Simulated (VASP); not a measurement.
Here is a VASP 6.6.1 calculation.

The input INCAR:

```
SYSTEM = FeNi
PREC = Accurate
ENCUT = 520
EDIFF = 1E-6
ISMEAR = -1
SIGMA = 0.3
LREAL = .FALSE.
LASPH = .TRUE.
NELM = 100
ALGO = Normal
ISIF = 2
LWAVE = .FALSE.
LCHARG = .FALSE.
GGA = PS
IVDW = 13
NBANDS = 16
```

Contents of KPOINTS:

```
Automatic mesh
0
G
  8 8 5
  0 0 0
```

The input POSCAR:

```
FeNi
1.0
    1.4370160000     -1.9813120000      0.0000000000
    1.4370160000      1.9813120000      0.0000000000
    0.0000000000      0.0000000000      3.9492880000
Fe Ni
1 1
Direct
    0.0000000000      0.0000000000      0.0000000000
    0.5000000000      0.5000000000      0.5000000000
```

Potentials or basis: VASP PAW PBE potentials, release 64 (Fe, Ni).

Launch:

```console
$ cat potpaw_PBE.64/Fe/POTCAR potpaw_PBE.64/Ni/POTCAR > POTCAR
$ mpirun -np 1 vasp_std > vasp.out
```

Task: Estimate the band gap on the k mesh.

Result: Zero (bands 9 and 10 overlap by 0.86 eV).

Task: What does it give for the pressure?

Result: -17.4 GPa.

Task: What does it give for the dispersion energy per atom?

Result: -0.229 eV.

Stress tensor (GPa, compression positive):
```
-16.14   0.00   0.00
  0.00 -21.46   0.00
  0.00   0.00 -14.58
```

Caveat: the stress differs along the axes, from -21 to -15 GPa; so wide a smearing shifts energies and pressures; the PAW data sets were made with another functional, which shifts forces and pressure a little; the run has no spin polarisation, though such a crystal can be magnetic. Spin polarisation is off, so any magnetic state and its effect on volume and gap are missing.
